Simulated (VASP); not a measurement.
# TeAs (Fm-3m) in VASP: further runs, part 2 of 2

VASP 6.6.1.

## (3) Single point, LDA

Input file INCAR:

```
SYSTEM = TeAs
PREC = Accurate ; ENCUT = 520
EDIFF = 1E-7 ; ISMEAR = 0
SIGMA = 0.15 ; LREAL = .FALSE.
LASPH = .TRUE. ; NELM = 100
ALGO = Normal ; ISIF = 2
LWAVE = .FALSE. ; LCHARG = .FALSE.
GGA = CA ; NBANDS = 12
```

Input file KPOINTS:

```
regular mesh
0
G
  16 16 16
  0 0 0
```

Input file POSCAR:

```
TeAs
1.0
    0.0000000000      2.9676670000      2.9676670000
    2.9676670000      0.0000000000      2.9676670000
    2.9676670000      2.9676670000      0.0000000000
Te As
1 1
Direct
    0.5000000000      0.5000000000      0.5000000000
    0.0000000000      0.0000000000      0.0000000000
```

Potentials or basis: VASP PAW LDA potentials, release 64 (Te, As).

The run is started by

```sh
$ cat potpaw_LDA.64/Te/POTCAR potpaw_LDA.64/As/POTCAR > POTCAR
$ mpirun -np 1 vasp_std > vasp.out
```

OUTCAR:

```text
SYSTEM = TeAs
   PREC = Accurate
   ENCUT = 520
   EDIFF = 1E-7
   ISMEAR = 0
   LREAL = .FALSE.
   LASPH = .TRUE.
   NELM = 100
   ISIF = 2
   GGA = CA

 ion  position               nearest neighbor table
   1  0.500  0.500  0.500-   2 2.97   2 2.97   2 2.97   2 2.97   2 2.97   2 2.97
   2  0.000  0.000  0.000-   1 2.97   1 2.97   1 2.97   1 2.97   1 2.97   1 2.97

  LATTYP: Found a face centered cubic cell.
 ALAT       =     5.9353340000

  Lattice vectors:

 A1 = (   0.0000000000,   2.9676670000,   2.9676670000)
 A2 = (   2.9676670000,   0.0000000000,   2.9676670000)
 A3 = (   2.9676670000,   2.9676670000,   0.0000000000)

Analysis of symmetry for initial positions (statically):
=====================================================================
 Subroutine PRICEL returns:
 Original cell was already a primitive cell.

 Routine SETGRP: Setting up the symmetry group for a
 face centered cubic supercell.

 Subroutine GETGRP returns: Found 48 space group operations
 (whereof 48 operations were pure point group operations)
 out of a pool of 48 trial point group operations.

The static configuration has the point symmetry O_h .

Analysis of symmetry for dynamics (positions and initial velocities):
=====================================================================
 Subroutine PRICEL returns:
 Original cell was already a primitive cell.

 Routine SETGRP: Setting up the symmetry group for a
 face centered cubic supercell.

 Subroutine GETGRP returns: Found 48 space group operations
 (whereof 48 operations were pure point group operations)
 out of a pool of 48 trial point group operations.

The dynamic configuration has the point symmetry O_h .

 Subroutine INISYM returns: Found 48 space group operations
 (whereof 48 operations are pure point group operations),
 and found     1 'primitive' translations

----------------------------------------------------------------------------------------

                                     Primitive cell

  volume of cell :      52.2728

  direct lattice vectors                    reciprocal lattice vectors
     0.000000000  2.967667000  2.967667000    -0.168482515  0.168482515  0.168482515
     2.967667000  0.000000000  2.967667000     0.168482515 -0.168482515  0.168482515
     2.967667000  2.967667000  0.000000000     0.168482515  0.168482515 -0.168482515

  length of vectors
     4.196914920  4.196914920  4.196914920     0.291820276  0.291820276  0.291820276

  position of ions in fractional coordinates (direct lattice)
     0.500000000  0.500000000  0.500000000
     0.000000000  0.000000000  0.000000000

  ion indices of the primitive-cell ions
   primitive index   ion index
                 1           1
                 2           2

----------------------------------------------------------------------------------------

 KPOINTS: regular mesh

Automatic generation of k-mesh.
 Grid dimensions read from file:
 generate k-points for:   16   16   16

 Generating k-lattice:

  Cartesian coordinates                     Fractional coordinates (reciprocal lattice)
    -0.010530157  0.010530157  0.010530157     0.062500000  0.000000000  0.000000000
     0.010530157 -0.010530157  0.010530157     0.000000000  0.062500000  0.000000000
     0.010530157  0.010530157 -0.010530157     0.000000000  0.000000000  0.062500000

  Length of vectors
     0.018238767  0.018238767  0.018238767
[... 37 lines left out ...]
   number of dos      NEDOS =    301   number of ions     NIONS =      2
   total plane-waves  NPLWV =  32768
   dimension x,y,z NGX =    32 NGY =   32 NGZ =   32
   dimension x,y,z NGXF=    64 NGYF=   64 NGZF=   64
   ions per type =               1   1
   NGX,Y,Z   is equivalent  to a cutoff of  12.68, 12.68, 12.68 a.u.
   NGXF,Y,Z  is equivalent  to a cutoff of  25.35, 25.35, 25.35 a.u.
 SYSTEM =  TeAs
   PREC   = accura    normal or accurate (medium, high low for compatibility)
   ISTART =      0    job   : 0-new  1-cont  2-samecut
   ICHARG =      2    charge: 1-file 2-atom 10-const
   ISPIN  =      1    spin polarized calculation?
   LNONCOLLINEAR =      F non collinear calculations
   LSORBIT =      F    spin-orbit coupling
   LASPH  =      T    aspherical Exc in radial PAW
   ENCUT  =  520.0 eV  38.22 Ry    6.18 a.u.   7.80  7.80  7.80*2*pi/ulx,y,z
   NELM   =    100;   NELMIN=  2; NELMDL= -5     # of ELM steps
   EDIFF  = 0.1E-06   stopping-criterion for ELM
   LREAL  =      F    real-space projection
   EDIFFG = 0.1E-05   stopping-criterion for IOM
   NSW    =      0    number of steps for IOM
   IBRION =     -1    ionic relax: 0-MD 1-quasi-New 2-CG
   NFREE  =      0    steps in history (QN), initial steepest desc. (CG)
   ISIF   =      2    stress and relaxation
   ISYM   =      2    0-nonsym 1-usesym 2-fastsym
   POTIM  = 0.5000    time-step for ionic-motion
   TEBEG  =    0.0;   TEEND  =   0.0 temperature during run
   PSTRESS=    0.0 pullay stress
   NELECT =      11.0000    total number of electrons
   NUPDOWN=      -1.0000    fix difference up-down
   EMIN   =  10.00;   EMAX   =-10.00  energy-range for DOS
   EFERMI =   0.00;   METHOD = LEGACY
   ISMEAR =     0;   SIGMA  =   0.15  broadening in eV -4-tet -1-fermi 0-gaus
   EFERMI_NEDOS =   21; number of points for ismear=-14 and -15
   IALGO  =     38    algorithm
   IMIX   =      4    mixing-type and parameters
     AMIX     =   0.40;   BMIX     =  1.00
     AMIX_MAG =   1.60;   BMIX_MAG =  1.00
  volume/ion in A,a.u.               =      26.14       176.38
  Fermi-wavevector in a.u.,A,eV,Ry     =   0.973749  1.840120 12.900881  0.948188
  Thomas-Fermi vector in A             =   2.104154
   LORBIT       =      0    0 simple, 1 ext, 2 COOP (PROOUT), +10 PAW based schemes
   GGA     = CA    functional components
   LHFCALC =     F    Hartree Fock is set to
   AEXX    =    0.0000 exact exchange contribution
   IVDW    =     0    specifies the selected vdW correction
   LEPSILON=     F    determine dielectric tensor
   LRPA    =     F    only Hartree local field effects (RPA)
 non-spin polarized calculation
 Gauss-broadening in eV      SIGMA  =   0.15
  energy-cutoff  :      520.00
  volume of cell :       52.27
 maximum number of plane-waves:      1426
   NGX = 15   NGY = 15   NGZ = 15

 number of electron      11.0000000 magnetization

 Free energy of the ion-electron system (eV)
  ---------------------------------------------------
  ext. energy  EPLUGINS =         0.00000000
  ---------------------------------------------------
  free energy    TOTEN  =        -9.03347968 eV

  energy without entropy =       -9.02227027  energy(sigma->0) =       -9.02787498

 E-fermi :   6.2743     XC(G=0):  -9.9670

 val. band max:        6.2647138405   @ k =   0.3125   0.1250   0.0000
 cond. band min:       6.2770415202   @ k =  -0.2500   0.0625   0.0000
 fundamental gap:      0.0123276797
 Fermi energy:         6.2743056978

 k-point     1 :       0.0000    0.0000    0.0000
  band No.  band energies     occupation
      1      -7.8982      2.00000
      2      -0.7951      2.00000
      3       3.7574      2.00000
      4       3.7574      2.00000
      5       3.7574      2.00000
      6       8.6026      0.00000
      7       8.6026      0.00000
      8       8.6026      0.00000
      9      11.2857      0.00000
     10      11.2857      0.00000
     11      11.2857      0.00000
     12      13.3337      0.00000
[... 331 lines left out ...]
 k-point    24 :      -0.0625    0.0625    0.0000
  band No.  band energies     occupation
      1      -7.7851      2.00000
      2      -1.1527      2.00000
      3       3.5551      2.00000
      4       3.8965      2.00000
      5       4.0327      2.00000
      6       7.9214      0.00000
      7       7.9884      0.00000
      8       8.7031      0.00000
      9      11.1069      0.00000
     10      11.4052      0.00000
     11      11.7286      0.00000
     12      13.5924      0.00000

 [... further k-points ...]

------------------------ aborting loop because EDIFF is reached ----------------------------------------

  FORCE on cell =-STRESS in cart. coord.  units (eV):
  Direction    XX          YY          ZZ          XY          YZ          ZX
  --------------------------------------------------------------------------------------
  -------------------------------------------------------------------------------------
  Total       -1.2990282     -1.2990282     -1.2990282      0.0000000      0.0000000      0.0000000
  in kB      -39.8156354    -39.8156354    -39.8156354      0.0000000      0.0000000      0.0000000
  external PRESSURE =     -39.8156354 kB  Pullay stress =       0.0000000 kB

 VOLUME and BASIS-vectors are now :
 -----------------------------------------------------------------------------
  energy-cutoff  :      520.00
  volume of cell :       52.27
      direct lattice vectors                 reciprocal lattice vectors
     0.000000000  2.967667000  2.967667000    -0.168482515  0.168482515  0.168482515
     2.967667000  0.000000000  2.967667000     0.168482515 -0.168482515  0.168482515
     2.967667000  2.967667000  0.000000000     0.168482515  0.168482515 -0.168482515

 POSITION                                       TOTAL-FORCE (eV/Angst)
 -----------------------------------------------------------------------------------
      2.96767      2.96767      2.96767         0.000000     -0.000000      0.000000
      0.00000      0.00000      0.00000         0.000000      0.000000     -0.000000
 -----------------------------------------------------------------------------------
    total drift:                                0.000000     -0.000000     -0.000000

  FREE ENERGIE OF THE ION-ELECTRON SYSTEM (eV)
  ---------------------------------------------------
  free  energy   TOTEN  =        -9.0334796799 eV

  energy  without entropy=       -9.0222702710  energy(sigma->0) =       -9.02787498
```

OSZICAR:

```text
N       E                     dE             d eps       ncg     rms          rms(c)
DAV:   1     0.285750400045E+02    0.28575E+02   -0.41691E+03  3480   0.719E+02
DAV:   2    -0.735927036073E+01   -0.35934E+02   -0.34181E+02  4804   0.113E+02
DAV:   3    -0.904167710760E+01   -0.16824E+01   -0.16672E+01  4392   0.242E+01
DAV:   4    -0.905835370146E+01   -0.16677E-01   -0.16673E-01  4128   0.297E+00
DAV:   5    -0.905864050221E+01   -0.28680E-03   -0.28680E-03  4304   0.403E-01    0.755E+00
DAV:   6    -0.903556664659E+01    0.23074E-01   -0.90481E-02  3908   0.105E+00    0.451E+00
DAV:   7    -0.903382637599E+01    0.17403E-02   -0.15704E-02  4336   0.601E-01    0.111E+00
DAV:   8    -0.903348127892E+01    0.34510E-03   -0.24603E-03  3924   0.220E-01    0.207E-01
DAV:   9    -0.903347967519E+01    0.16037E-05   -0.20698E-04  4304   0.893E-02    0.670E-02
DAV:  10    -0.903347951959E+01    0.15561E-06   -0.76492E-06  4116   0.171E-02    0.172E-02
DAV:  11    -0.903347974162E+01   -0.22203E-06   -0.35136E-06  4120   0.713E-03    0.121E-02
DAV:  12    -0.903347967986E+01    0.61753E-07   -0.59934E-07  3988   0.405E-03
   1 F= -.90334797E+01 E0= -.90278750E+01  d E =-.112094E-01
```

Run time: 46 s. Hardware: 1 thread of Intel Xeon 6975P-C, shared host; peak memory 0.23 GiB.

Results:

- Free energy: -9.0335 eV
- Pressure: -4.0 GPa

Levels at points of the mesh, in eV from the Fermi level:
```csv
k point,band 1,band 2,band 3,band 4,band 5,band 6,band 7,band 8,band 9,band 10
"(0.00, 0.00, 0.00)",-14.17,-7.07,-2.52,-2.52,-2.52,2.33,2.33,2.33,5.01,5.01
"(0.50, 0.00, 0.00)",-11.83,-11.27,-1.64,-1.64,-1.29,-1.16,-1.16,-0.54,8.33,8.77
"(0.50, 0.50, 0.00)",-11.93,-9.51,-6.38,-4.35,-4.35,2.21,4.04,4.04,5.65,9.20
```

Caveat: spin-orbit coupling is left out, which moves the levels of the heavy elements.
